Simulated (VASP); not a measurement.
A run of VASP 6.6.1 is set up as follows.

INCAR

```
ALGO = Normal
EDIFF = 1E-6
ENCUT = 500
GGA = PS
GGA_COMPAT = False
ISIF = 2
ISMEAR = 0
LASPH = True
LCHARG = False
LREAL = False
LWAVE = False
NBANDS = 16
NELM = 120
PREC = Accurate
SIGMA = 0.02
```

File KPOINTS:

```
k-points
0
Gamma
  6 6 6
```

Contents of POSCAR:

```
CdS
1.0
    0.0000000000      2.9121733542      2.9121733542
    2.9121733542      0.0000000000      2.9121733542
    2.9121733542      2.9121733542      0.0000000000
Cd S
1 1
Direct
    0.0000000000      0.0000000000      0.0000000000
    0.7500000000      0.7500000000      0.7500000000
```

Potentials or basis: VASP PAW PBE potentials, release 64 (Cd, S).

Run with:

```bash
$ cat potpaw_PBE.64/Cd/POTCAR potpaw_PBE.64/S/POTCAR > POTCAR
$ mpirun -np 1 vasp_std > vasp.out
```

Question: Predict the pressure.

Answer: 0.4 GPa.

Question: Estimate the band gap on the k mesh.

Answer: 1.02 eV, direct.

Caveat: the PAW data sets were made with another functional, which shifts forces and pressure a little.
